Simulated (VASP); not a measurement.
# Pd (Fm-3m) in VASP: a series of runs

Pd is run at these levels: PBE; tasks: single point.

Program: VASP 6.6.1. These are calculated values, not measurements. Logs are shortened: lines on timing, memory, paths and dates and some standing lists are left out, and cuts for length are marked.

## (1) The cell of the first run

The structure is cubic, space group Fm-3m (No. 225). The conventional cell has a = 3.893 Å, b = 3.893 Å, c = 3.893 Å, α = 90.00°, β = 90.00°, γ = 90.00°. Pd (site symmetry m-3m) has 12 Pd at 2.75 Å within 3.6 Å.

## (2) Single point, PBE

The input, INCAR:

```
  PREC = Accurate
  ENCUT = 520
  EDIFF = 1E-6
  ISMEAR = 0
  SIGMA = 0.015
  LREAL = False
  LASPH = True
  NELM = 60
  ALGO = Normal
  ISIF = 2
  LWAVE = False
  LCHARG = False
  GGA = PE
  NBANDS = 11
```

The input, KPOINTS:

```
Automatic mesh
0
Gamma
  12 12 12
```

The input, POSCAR:

```
Pd
1.0
    0.0000000000      1.9465000000      1.9465000000
    1.9465000000      0.0000000000      1.9465000000
    1.9465000000      1.9465000000      0.0000000000
Pd
1
Direct
    0.0000000000      0.0000000000      0.0000000000
```

Potentials or basis: VASP PAW PBE potentials, release 64 (Pd).

Command:

```
$ cat potpaw_PBE.64/Pd/POTCAR > POTCAR
$ mpirun -np 1 vasp_std > vasp.out
```

OUTCAR:

```text
PREC = Accurate
   ENCUT = 520
   EDIFF = 1E-6
   ISMEAR = 0
   LREAL = False
   LASPH = True
   NELM = 60
   ISIF = 2
   GGA = PE

 ion  position               nearest neighbor table
   1  0.000  0.000  0.000-

  LATTYP: Found a face centered cubic cell.
 ALAT       =     3.8930000000

  Lattice vectors:

 A1 = (   0.0000000000,   1.9465000000,   1.9465000000)
 A2 = (   1.9465000000,   0.0000000000,   1.9465000000)
 A3 = (   1.9465000000,   1.9465000000,   0.0000000000)

Analysis of symmetry for initial positions (statically):
[... 33 lines left out ...]
                                     Primitive cell

  volume of cell :      14.7500

  direct lattice vectors                    reciprocal lattice vectors
     0.000000000  1.946500000  1.946500000    -0.256871307  0.256871307  0.256871307
     1.946500000  0.000000000  1.946500000     0.256871307 -0.256871307  0.256871307
     1.946500000  1.946500000  0.000000000     0.256871307  0.256871307 -0.256871307

  length of vectors
     2.752766699  2.752766699  2.752766699     0.444914156  0.444914156  0.444914156

  position of ions in fractional coordinates (direct lattice)
     0.000000000  0.000000000  0.000000000

  ion indices of the primitive-cell ions
   primitive index   ion index
                 1           1

----------------------------------------------------------------------------------------

 KPOINTS: Automatic mesh

Automatic generation of k-mesh.
 Grid dimensions read from file:
 generate k-points for:   12   12   12

 Generating k-lattice:

  Cartesian coordinates                     Fractional coordinates (reciprocal lattice)
    -0.021405942  0.021405942  0.021405942     0.083333333  0.000000000  0.000000000
     0.021405942 -0.021405942  0.021405942     0.000000000  0.083333333  0.000000000
     0.021405942  0.021405942 -0.021405942     0.000000000  0.000000000  0.083333333

  Length of vectors
     0.037076180  0.037076180  0.037076180

  Shift w.r.t. Gamma in fractional coordinates (k-lattice)
     0.000000000  0.000000000  0.000000000

 Subroutine IBZKPT returns following result:
 ===========================================

 Found     72 irreducible k-points:

 Following reciprocal coordinates:
            Coordinates               Weight
  0.000000  0.000000  0.000000      1.000000
  0.083333  0.000000  0.000000      8.000000
  0.166667  0.000000  0.000000      8.000000
  0.250000  0.000000  0.000000      8.000000
  0.333333  0.000000  0.000000      8.000000
  0.416667  0.000000  0.000000      8.000000
[... 16 lines left out ...]
  0.500000  0.166667  0.000000     24.000000
 -0.416667  0.166667  0.000000     24.000000
 [... further k-points ...]
   k-points           NKPTS =     72   k-points in BZ     NKDIM =     72   number of bands    NBANDS=     11
   number of dos      NEDOS =    301   number of ions     NIONS =      1
   total plane-waves  NPLWV =   8000
   dimension x,y,z NGX =    20 NGY =   20 NGZ =   20
   dimension x,y,z NGXF=    40 NGYF=   40 NGZF=   40
   ions per type =               1
   NGX,Y,Z   is equivalent  to a cutoff of  12.08, 12.08, 12.08 a.u.
   NGXF,Y,Z  is equivalent  to a cutoff of  24.16, 24.16, 24.16 a.u.
 SYSTEM =  unknown system
   PREC   = accura    normal or accurate (medium, high low for compatibility)
   ISTART =      0    job   : 0-new  1-cont  2-samecut
   ICHARG =      2    charge: 1-file 2-atom 10-const
   ISPIN  =      1    spin polarized calculation?
   LNONCOLLINEAR =      F non collinear calculations
   LSORBIT =      F    spin-orbit coupling
   LASPH  =      T    aspherical Exc in radial PAW
   ENCUT  =  520.0 eV  38.22 Ry    6.18 a.u.   5.12  5.12  5.12*2*pi/ulx,y,z
   NELM   =     60;   NELMIN=  2; NELMDL= -5     # of ELM steps
   EDIFF  = 0.1E-05   stopping-criterion for ELM
   LREAL  =      F    real-space projection
   EDIFFG = 0.1E-04   stopping-criterion for IOM
   NSW    =      0    number of steps for IOM
   IBRION =     -1    ionic relax: 0-MD 1-quasi-New 2-CG
   NFREE  =      0    steps in history (QN), initial steepest desc. (CG)
   ISIF   =      2    stress and relaxation
   ISYM   =      2    0-nonsym 1-usesym 2-fastsym
   POTIM  = 0.5000    time-step for ionic-motion
   TEBEG  =    0.0;   TEEND  =   0.0 temperature during run
   PSTRESS=    0.0 pullay stress
   NELECT =      10.0000    total number of electrons
   NUPDOWN=      -1.0000    fix difference up-down
   EMIN   =  10.00;   EMAX   =-10.00  energy-range for DOS
   EFERMI =   0.00;   METHOD = LEGACY
   ISMEAR =     0;   SIGMA  =   0.01  broadening in eV -4-tet -1-fermi 0-gaus
   EFERMI_NEDOS =   21; number of points for ismear=-14 and -15
   IALGO  =     38    algorithm
   IMIX   =      4    mixing-type and parameters
     AMIX     =   0.40;   BMIX     =  1.00
     AMIX_MAG =   1.60;   BMIX_MAG =  1.00
  volume/ion in A,a.u.               =      14.75        99.54
  Fermi-wavevector in a.u.,A,eV,Ry     =   1.438171  2.717748 28.141404  2.068335
  Thomas-Fermi vector in A             =   2.557167
   LORBIT       =      0    0 simple, 1 ext, 2 COOP (PROOUT), +10 PAW based schemes
   GGA     = PE    functional components
   LHFCALC =     F    Hartree Fock is set to
   AEXX    =    0.0000 exact exchange contribution
   IVDW    =     0    specifies the selected vdW correction
   LEPSILON=     F    determine dielectric tensor
   LRPA    =     F    only Hartree local field effects (RPA)
 non-spin polarized calculation
 Gauss-broadening in eV      SIGMA  =   0.01
  energy-cutoff  :      520.00
  volume of cell :       14.75
 maximum number of plane-waves:       415
   NGX = 11   NGY = 11   NGZ = 11

 number of electron      10.0000000 magnetization

 number of electron       9.9999999 magnetization

 Free energy of the ion-electron system (eV)
  ---------------------------------------------------
  ext. energy  EPLUGINS =         0.00000000
  ---------------------------------------------------
  free energy    TOTEN  =        -5.20756988 eV

  energy without entropy =       -5.20659714  energy(sigma->0) =       -5.20708351

 E-fermi :   9.7477     XC(G=0): -13.1863

 val. band max:        9.7466398622   @ k =  -0.4167   0.3333   0.0833
 cond. band min:       9.7481575483   @ k =   0.5000   0.0000   0.0000
 fundamental gap:      0.0015176861
 Fermi energy:         9.7476691738

 k-point     1 :       0.0000    0.0000    0.0000
  band No.  band energies     occupation
      1       2.6436      2.00000
      2       6.9353      2.00000
      3       6.9353      2.00000
      4       6.9353      2.00000
      5       8.5479      2.00000
      6       8.5479      2.00000
      7      26.9746      0.00000
      8      31.7556      0.00000
      9      31.7556      0.00000
     10      31.7556      0.00000
     11      35.9833      0.00000

 k-point     2 :       0.0833    0.0000    0.0000
  band No.  band energies     occupation
      1       2.8938      2.00000
      2       6.8496      2.00000
      3       7.0201      2.00000
      4       7.0201      2.00000
      5       8.5091      2.00000
      6       8.5091      2.00000
      7      27.2260      0.00000
      8      30.2607      0.00000
      9      32.0420      0.00000
     10      32.0420      0.00000
     11      36.0559      0.00000

 k-point     3 :       0.1667    0.0000    0.0000
  band No.  band energies     occupation
      1       3.5710      2.00000
      2       6.7020      2.00000
      3       7.1919      2.00000
      4       7.1919      2.00000
      5       8.4832      2.00000
      6       8.4832      2.00000
      7      27.0412      0.00000
      8      28.2878      0.00000
      9      32.7863      0.00000
     10      32.7863      0.00000
     11      35.9813      0.00000

 k-point     4 :       0.2500    0.0000    0.0000
  band No.  band energies     occupation
      1       4.3260      2.00000
      2       6.9098      2.00000
      3       7.2283      2.00000
      4       7.2283      2.00000
      5       8.6974      2.00000
      6       8.6974      2.00000
      7      24.3131      0.00000
      8      28.0222      0.00000
      9      33.4279      0.00000
     10      33.4279      0.00000
     11      35.5858      0.00000

 k-point     5 :       0.3333    0.0000    0.0000
  band No.  band energies     occupation
      1       4.5867      2.00000
      2       7.0923      2.00000
      3       7.0923      2.00000
      4       8.0585      2.00000
      5       9.1501      2.00000
      6       9.1501      2.00000
      7      21.2442      0.00000
      8      27.2752      0.00000
      9      32.5890      0.00000
     10      32.5890      0.00000
     11      36.1822      0.00000
[... 211 lines left out ...]
 k-point    21 :       0.3333    0.1667    0.0000
  band No.  band energies     occupation
      1       5.0446      2.00000
      2       6.1363      2.00000
      3       7.1186      2.00000
      4       7.7797      2.00000
      5       9.3589      2.00000
      6       9.3798      2.00000
      7      23.7641      0.00000
      8      28.0298      0.00000
      9      28.7002      0.00000
     10      30.8834      0.00000
     11      35.7447      0.00000

 k-point    22 :       0.4167    0.1667    0.0000
  band No.  band energies     occupation
      1       5.0768      2.00000
      2       6.5148      2.00000
      3       7.1150      2.00000
      4       7.6412      2.00000
      5       9.7041      1.99996
      6      10.9772      0.00000
      7      20.5895      0.00000
      8      27.0387      0.00000
      9      28.3584      0.00000
     10      30.1136      0.00000
     11      36.0585      0.00000

 k-point    23 :       0.5000    0.1667    0.0000
  band No.  band energies     occupation
      1       5.0398      2.00000
      2       6.4553      2.00000
      3       7.4955      2.00000
      4       7.6440      2.00000
      5       9.7910      0.00004
      6      12.8492      0.00000
      7      17.8794      0.00000
      8      26.1924      0.00000
      9      28.6247      0.00000
     10      29.1502      0.00000
     11      36.0683      0.00000

 k-point    24 :      -0.4167    0.1667    0.0000
  band No.  band energies     occupation
      1       5.0918      2.00000
      2       6.4623      2.00000
      3       7.4265      2.00000
      4       7.8480      2.00000
      5       9.5221      2.00000
      6      13.4002      0.00000
      7      17.3723      0.00000
      8      25.6204      0.00000
      9      28.6580      0.00000
     10      29.6808      0.00000
     11      36.0635      0.00000

 [... further k-points ...]
[... 5 lines left out ...]
  --------------------------------------------------------------------------------------
  -------------------------------------------------------------------------------------
  Total        0.6074436      0.6074436      0.6074436      0.0000000      0.0000000      0.0000000
  in kB       65.9816680     65.9816680     65.9816680      0.0000000      0.0000000      0.0000000
  external PRESSURE =      65.9816680 kB  Pullay stress =       0.0000000 kB

 VOLUME and BASIS-vectors are now :
 -----------------------------------------------------------------------------
  energy-cutoff  :      520.00
  volume of cell :       14.75
      direct lattice vectors                 reciprocal lattice vectors
     0.000000000  1.946500000  1.946500000    -0.256871307  0.256871307  0.256871307
     1.946500000  0.000000000  1.946500000     0.256871307 -0.256871307  0.256871307
     1.946500000  1.946500000  0.000000000     0.256871307  0.256871307 -0.256871307

 POSITION                                       TOTAL-FORCE (eV/Angst)
 -----------------------------------------------------------------------------------
      0.00000      0.00000      0.00000        -0.000000      0.000000     -0.000000
 -----------------------------------------------------------------------------------
    total drift:                               -0.000000     -0.000000     -0.000000

  FREE ENERGIE OF THE ION-ELECTRON SYSTEM (eV)
  ---------------------------------------------------
  free  energy   TOTEN  =        -5.2075698843 eV

  energy  without entropy=       -5.2065971380  energy(sigma->0) =       -5.20708351
```

Run time: 18 s. Hardware: 1 thread of AMD EPYC 7R13, shared host; peak memory 0.1 GiB.

Results:

```yaml
Free_energy: -5.2076 eV
Pressure: 6.6 GPa
Band_gap_on_the_k_mesh: zero (band 5 reaches 10.06 eV, above the bottom of band 6 at 8.48 eV)
```

Levels at points of the mesh, in eV from the Fermi level:
| k point | band 3 | band 4 | band 5 | band 6 | band 7 | band 8 |
| --- | --- | --- | --- | --- | --- | --- |
| (0.00, 0.00, 0.00) | -2.81 | -2.81 | -1.20 | -1.20 | 17.23 | 22.01 |
| (0.50, 0.00, 0.00) | -2.86 | 0.00 | 0.00 | 1.05 | 7.35 | 16.59 |
| (0.50, 0.50, 0.00) | -0.03 | 0.31 | 0.31 | 3.38 | 10.81 | 13.25 |

[end of part 1 of 2]
